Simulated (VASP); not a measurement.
# MgS (F-43m) in VASP: further runs

Runs on MgS. Level: PBE. Tasks: single point.

All numbers are computed with VASP 6.6.1; they aren't measurements. Logs are shortened: lines on timing, memory, paths and dates and some standing lists are left out, and cuts for length are marked.

### 1 The cell of the first run

The structure is cubic, space group F-43m (No. 216). Conventional cell: a = 5.566 Å, b = 5.566 Å, c = 5.566 Å, α = 90.00°, β = 90.00°, γ = 90.00°. Within 3.2 Å of Mg (site symmetry -43m) lie 4 S at 2.41 Å. S (site symmetry -43m) has 4 Mg at 2.41 Å within 3.2 Å.

### 2 Single point, PBE (volume changed by -5%)

INCAR

```
PREC = Accurate
ENCUT = 600
EDIFF = 1E-6
ISMEAR = 0
SIGMA = 0.01
LREAL = False
LASPH = True
NELM = 120
ALGO = Normal
ISIF = 2
LWAVE = False
LCHARG = False
GGA = PE
NBANDS = 11
GGA_COMPAT = False
```

KPOINTS

```
regular mesh
0
Gamma
  4 4 4
```

POSCAR

```
MgS
1.0
    0.0000000000      2.7828845681      2.7828845681
    2.7828845681      0.0000000000      2.7828845681
    2.7828845681      2.7828845681      0.0000000000
Mg S
1 1
Direct
    0.0000000000      0.0000000000      0.0000000000
    0.7500000000      0.7500000000      0.7500000000
```

Potentials or basis: VASP PAW PBE potentials, release 64 (Mg, S).

The run is started by

```console
$ cat potpaw_PBE.64/Mg/POTCAR potpaw_PBE.64/S/POTCAR > POTCAR
$ mpirun -np 1 vasp_std > vasp.out
```

OUTCAR:

```text
PREC = Accurate
   ENCUT = 600
   EDIFF = 1E-6
   ISMEAR = 0
   LREAL = False
   LASPH = True
   NELM = 120
   ISIF = 2
   GGA = PE

 ion  position               nearest neighbor table
   1  0.000  0.000  0.000-   2 2.41   2 2.41   2 2.41   2 2.41
   2  0.750  0.750  0.750-   1 2.41   1 2.41   1 2.41   1 2.41

  LATTYP: Found a face centered cubic cell.
 ALAT       =     5.5657691362

  Lattice vectors:

 A1 = (   0.0000000000,   2.7828845681,   2.7828845681)
 A2 = (   2.7828845681,   0.0000000000,   2.7828845681)
 A3 = (   2.7828845681,   2.7828845681,   0.0000000000)

Analysis of symmetry for initial positions (statically):
=====================================================================
 Subroutine PRICEL returns:
 Original cell was already a primitive cell.

 Routine SETGRP: Setting up the symmetry group for a
 face centered cubic supercell.

 Subroutine GETGRP returns: Found 24 space group operations
 (whereof 24 operations were pure point group operations)
 out of a pool of 48 trial point group operations.

The static configuration has the point symmetry T_d .

Analysis of symmetry for dynamics (positions and initial velocities):
=====================================================================
 Subroutine PRICEL returns:
 Original cell was already a primitive cell.

 Routine SETGRP: Setting up the symmetry group for a
 face centered cubic supercell.

 Subroutine GETGRP returns: Found 24 space group operations
 (whereof 24 operations were pure point group operations)
 out of a pool of 48 trial point group operations.

The dynamic configuration has the point symmetry T_d .

 Subroutine INISYM returns: Found 24 space group operations
 (whereof 24 operations are pure point group operations),
 and found     1 'primitive' translations

----------------------------------------------------------------------------------------

                                     Primitive cell

  volume of cell :      43.1038

  direct lattice vectors                    reciprocal lattice vectors
     0.000000000  2.782884568  2.782884568    -0.179669687  0.179669687  0.179669687
     2.782884568  0.000000000  2.782884568     0.179669687 -0.179669687  0.179669687
     2.782884568  2.782884568  0.000000000     0.179669687  0.179669687 -0.179669687

  length of vectors
     3.935593099  3.935593099  3.935593099     0.311197027  0.311197027  0.311197027

  position of ions in fractional coordinates (direct lattice)
     0.000000000  0.000000000  0.000000000
     0.750000000  0.750000000  0.750000000

  ion indices of the primitive-cell ions
   primitive index   ion index
                 1           1
                 2           2

----------------------------------------------------------------------------------------

 KPOINTS: regular mesh

Automatic generation of k-mesh.
 Grid dimensions read from file:
 generate k-points for:    4    4    4

 Generating k-lattice:

  Cartesian coordinates                     Fractional coordinates (reciprocal lattice)
    -0.044917422  0.044917422  0.044917422     0.250000000  0.000000000  0.000000000
     0.044917422 -0.044917422  0.044917422     0.000000000  0.250000000  0.000000000
     0.044917422  0.044917422 -0.044917422     0.000000000  0.000000000  0.250000000

  Length of vectors
     0.077799257  0.077799257  0.077799257

  Shift w.r.t. Gamma in fractional coordinates (k-lattice)
     0.000000000  0.000000000  0.000000000

 Subroutine IBZKPT returns following result:
 ===========================================

 Found      8 irreducible k-points:

 Following reciprocal coordinates:
            Coordinates               Weight
  0.000000  0.000000  0.000000      1.000000
  0.250000  0.000000  0.000000      8.000000
  0.500000  0.000000  0.000000      4.000000
  0.250000  0.250000  0.000000      6.000000
  0.500000  0.250000  0.000000     24.000000
 -0.250000  0.250000  0.000000     12.000000
  0.500000  0.500000  0.000000      3.000000
 -0.250000  0.500000  0.250000      6.000000
   k-points           NKPTS =      8   k-points in BZ     NKDIM =      8   number of bands    NBANDS=     11
   number of dos      NEDOS =    301   number of ions     NIONS =      2
   total plane-waves  NPLWV =  32768
   dimension x,y,z NGX =    32 NGY =   32 NGZ =   32
   dimension x,y,z NGXF=    64 NGYF=   64 NGZF=   64
   ions per type =               1   1
   NGX,Y,Z   is equivalent  to a cutoff of  13.52, 13.52, 13.52 a.u.
   NGXF,Y,Z  is equivalent  to a cutoff of  27.03, 27.03, 27.03 a.u.
 SYSTEM =  unknown system
   PREC   = accura    normal or accurate (medium, high low for compatibility)
   ISTART =      0    job   : 0-new  1-cont  2-samecut
   ICHARG =      2    charge: 1-file 2-atom 10-const
   ISPIN  =      1    spin polarized calculation?
   LNONCOLLINEAR =      F non collinear calculations
   LSORBIT =      F    spin-orbit coupling
   LASPH  =      T    aspherical Exc in radial PAW
   ENCUT  =  600.0 eV  44.10 Ry    6.64 a.u.   7.86  7.86  7.86*2*pi/ulx,y,z
   NELM   =    120;   NELMIN=  2; NELMDL= -5     # of ELM steps
   EDIFF  = 0.1E-05   stopping-criterion for ELM
   LREAL  =      F    real-space projection
   EDIFFG = 0.1E-04   stopping-criterion for IOM
   NSW    =      0    number of steps for IOM
   IBRION =     -1    ionic relax: 0-MD 1-quasi-New 2-CG
   NFREE  =      0    steps in history (QN), initial steepest desc. (CG)
   ISIF   =      2    stress and relaxation
   ISYM   =      2    0-nonsym 1-usesym 2-fastsym
   POTIM  = 0.5000    time-step for ionic-motion
   TEBEG  =    0.0;   TEEND  =   0.0 temperature during run
   PSTRESS=    0.0 pullay stress
   NELECT =       8.0000    total number of electrons
   NUPDOWN=      -1.0000    fix difference up-down
   EMIN   =  10.00;   EMAX   =-10.00  energy-range for DOS
   EFERMI =   0.00;   METHOD = LEGACY
   ISMEAR =     0;   SIGMA  =   0.01  broadening in eV -4-tet -1-fermi 0-gaus
   EFERMI_NEDOS =   21; number of points for ismear=-14 and -15
   IALGO  =     38    algorithm
   IMIX   =      4    mixing-type and parameters
     AMIX     =   0.40;   BMIX     =  1.00
     AMIX_MAG =   1.60;   BMIX_MAG =  1.00
  volume/ion in A,a.u.               =      21.55       145.44
  Fermi-wavevector in a.u.,A,eV,Ry     =   0.933827  1.764677 11.864721  0.872032
  Thomas-Fermi vector in A             =   2.060568
   LORBIT       =      0    0 simple, 1 ext, 2 COOP (PROOUT), +10 PAW based schemes
   GGA     = PE    functional components
   LHFCALC =     F    Hartree Fock is set to
   AEXX    =    0.0000 exact exchange contribution
   IVDW    =     0    specifies the selected vdW correction
   LEPSILON=     F    determine dielectric tensor
   LRPA    =     F    only Hartree local field effects (RPA)
 non-spin polarized calculation
 Gauss-broadening in eV      SIGMA  =   0.01
  energy-cutoff  :      600.00
  volume of cell :       43.10
 maximum number of plane-waves:      1459
   NGX = 15   NGY = 15   NGZ = 15

 number of electron       7.9999999 magnetization

 Free energy of the ion-electron system (eV)
  ---------------------------------------------------
  ext. energy  EPLUGINS =         0.00000000
  ---------------------------------------------------
  free energy    TOTEN  =        -8.41869065 eV

  energy without entropy =       -8.41869065  energy(sigma->0) =       -8.41869065

 E-fermi :   1.5193     XC(G=0):  -8.5839

 val. band max:        1.4045754024   @ k =   0.0000   0.0000   0.0000
 cond. band min:       5.1196386555   @ k =   0.0000   0.0000   0.0000
 fundamental gap:      3.7150632531
 Fermi energy:         1.5192537576

 k-point     1 :       0.0000    0.0000    0.0000
  band No.  band energies     occupation
      1     -10.0374      2.00000
      2       1.4046      2.00000
      3       1.4046      2.00000
      4       1.4046      2.00000
      5       5.1196      0.00000
      6       9.4781      0.00000
      7       9.4781      0.00000
      8       9.4781      0.00000
      9      12.3341      0.00000
     10      12.3341      0.00000
     11      15.5465      0.00000

 k-point     2 :       0.2500    0.0000    0.0000
  band No.  band energies     occupation
      1      -9.6896      2.00000
      2      -0.5383      2.00000
      3       1.2224      2.00000
      4       1.2224      2.00000
      5       6.6208      0.00000
      6       9.4091      0.00000
      7       9.6796      0.00000
      8       9.6796      0.00000
      9      11.9501      0.00000
     10      11.9501      0.00000
     11      13.9114      0.00000

 k-point     3 :       0.5000    0.0000    0.0000
  band No.  band energies     occupation
      1      -9.2756      2.00000
      2      -1.9031      2.00000
      3       1.0620      2.00000
      4       1.0620      2.00000
      5       6.6993      0.00000
      6       9.1055      0.00000
      7       9.1055      0.00000
      8      10.2548      0.00000
      9      14.6912      0.00000
     10      14.7684      0.00000
     11      14.7684      0.00000

 k-point     4 :       0.2500    0.2500    0.0000
  band No.  band energies     occupation
      1      -9.5750      2.00000
      2      -0.4116      2.00000
      3       0.8010      2.00000
      4       0.8010      2.00000
      5       6.6998      0.00000
      6       8.0439      0.00000
      7      10.0177      0.00000
      8      11.0984      0.00000
      9      11.0984      0.00000
     10      13.4065      0.00000
     11      17.2242      0.00000

 k-point     5 :       0.5000    0.2500    0.0000
  band No.  band energies     occupation
      1      -9.1600      2.00000
      2      -1.3833      2.00000
      3       0.0070      2.00000
      4       0.6523      2.00000
      5       6.6435      0.00000
      6       8.5549      0.00000
      7      10.1838      0.00000
      8      10.8633      0.00000
      9      13.4077      0.00000
     10      14.9809      0.00000
     11      16.3622      0.00000

 k-point     6 :      -0.2500    0.2500    0.0000
  band No.  band energies     occupation
      1      -9.2974      2.00000
      2      -1.1430      2.00000
      3      -0.0790      2.00000
      4       1.0402      2.00000
      5       7.8867      0.00000
      6       8.4689      0.00000
      7       9.5832      0.00000
      8      10.2389      0.00000
      9      11.5504      0.00000
     10      15.0504      0.00000
     11      16.0270      0.00000

 k-point     7 :       0.5000    0.5000    0.0000
  band No.  band energies     occupation
      1      -9.0286      2.00000
      2      -1.5558      2.00000
      3       0.3112      2.00000
      4       0.3112      2.00000
      5       5.2349      0.00000
      6       7.1120      0.00000
      7      13.0690      0.00000
      8      14.1180      0.00000
      9      14.1180      0.00000
     10      15.5237      0.00000
     11      15.5443      0.00000

 k-point     8 :      -0.2500    0.5000    0.2500
  band No.  band energies     occupation
      1      -9.0183      2.00000
      2      -0.9913      2.00000
      3      -0.5597      2.00000
      4      -0.0126      2.00000
      5       6.9624      0.00000
      6       9.6439      0.00000
      7       9.6840      0.00000
      8      10.1408      0.00000
      9      14.4907      0.00000
     10      15.5179      0.00000
     11      15.5494      0.00000

------------------------ aborting loop because EDIFF is reached ----------------------------------------

  FORCE on cell =-STRESS in cart. coord.  units (eV):
  Direction    XX          YY          ZZ          XY          YZ          ZX
  --------------------------------------------------------------------------------------
  -------------------------------------------------------------------------------------
  Total        1.1973068      1.1973068      1.1973068      0.0000000      0.0000000      0.0000000
  in kB       44.5041441     44.5041441     44.5041441      0.0000000      0.0000000      0.0000000
  external PRESSURE =      44.5041441 kB  Pullay stress =       0.0000000 kB

 VOLUME and BASIS-vectors are now :
 -----------------------------------------------------------------------------
  energy-cutoff  :      600.00
  volume of cell :       43.10
      direct lattice vectors                 reciprocal lattice vectors
     0.000000000  2.782884568  2.782884568    -0.179669687  0.179669687  0.179669687
     2.782884568  0.000000000  2.782884568     0.179669687 -0.179669687  0.179669687
     2.782884568  2.782884568  0.000000000     0.179669687  0.179669687 -0.179669687

 POSITION                                       TOTAL-FORCE (eV/Angst)
 -----------------------------------------------------------------------------------
      0.00000      0.00000      0.00000        -0.000000     -0.000000     -0.000000
      4.17433      4.17433      4.17433         0.000000      0.000000      0.000000
 -----------------------------------------------------------------------------------
    total drift:                                0.000000      0.000000      0.000000

  FREE ENERGIE OF THE ION-ELECTRON SYSTEM (eV)
  ---------------------------------------------------
  free  energy   TOTEN  =        -8.4186906528 eV

  energy  without entropy=       -8.4186906528  energy(sigma->0) =       -8.41869065
```

It took 15 s on 1 thread of Intel Xeon 8259CL, shared host; peak memory 0.17 GiB.

Results:

| Item | Value |
| --- | --- |
| Free energy | -8.4187 eV |
| Pressure | 4.5 GPa |
| Band gap on the k mesh | 3.71 eV, direct |

Caveat: the k points lie up to 0.49 Å⁻¹ apart. A k mesh can miss the band edges.

(Part 1 of 2 ends here.)
